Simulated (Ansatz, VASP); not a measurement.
# SiW: VASP beside Ansatz

Contents of INCAR:

```
PREC     = Accurate       # precision mode
ENCUT    = 520            # plane-wave cutoff, eV
EDIFF    = 1E-7           # SCF threshold, eV
ISMEAR   = -1             # smearing method
SIGMA    = 0.08           # smearing width, eV
LREAL    = F              # projectors in reciprocal space
LASPH    = T              # aspherical terms in the spheres
NELM     = 80             # most SCF steps
ALGO     = Normal         # electronic algorithm
ISIF     = 2              # what is computed and relaxed
LWAVE    = F              # write WAVECAR
LCHARG   = T              # write CHGCAR
GGA      = PE             # functional
LELF     = T              # ELF
LVHAR    = T            
NBANDS   = 16             # bands
```

KPOINTS

```
regular mesh
0
Gamma
  11 11 11
```

POSCAR

```
SiW
1.0
    0.0000000000      2.3549728020      2.3549728020
    2.3549728020      0.0000000000      2.3549728020
    2.3549728020      2.3549728020      0.0000000000
W Si
1 1
Direct
    0.0000000000      0.0000000000      0.0000000000
    0.2500000000      0.2500000000      0.2500000000
```

Input for Ansatz:

```yaml
crystal:
  lattice:
    - [0.0, 2.354972802, 2.354972802]
    - [2.354972802, 0.0, 2.354972802]
    - [2.354972802, 2.354972802, 0.0]
  atoms:
    - { symbol: W, position: [0.0, 0.0, 0.0] }
    - { symbol: Si, position: [0.25, 0.25, 0.25] }
kpoints:
  mp_grid: { grid: [11, 11, 11] }
scf:
  occupations: { method: fermi_dirac, width: 0.08 }
hamiltonian:
  xc: pbe
  pseudopotentials: { kind: all_electron, lapw: { basis_error: 0.001 } }
output:
  forces: true
  stress: true
  eigenvalues: true
  populations: true
```

Change from the starting cell: volume scaled by 0.6, LAPW.

Alike in both runs: task single point; functional PBE; k mesh 11 × 11 × 11; occupations fermi-dirac, width 0.08 eV; no spin polarisation.

|  | VASP | Ansatz |
| --- | --- | --- |
| version | VASP 6.6.1 | Ansatz 0.2.0 |
| potentials or method | VASP PAW PBE potentials, release 64 (W_sv, Si), cutoff 520 eV | all-electron LAPW, scalar-relativistic |

|  | VASP | Ansatz | Ansatz less VASP |
| --- | --- | --- | --- |
| pressure (GPa) | 148.5 | 146.5 | -1.99 |

Both programs put the cell under a high pressure, so it lies far from rest at this level. Ansatz ran all-electron here, and VASP with PAW potentials.

Neither program's run includes spin-orbit coupling. Noted on VASP's run: the cell as given lies far from equilibrium.
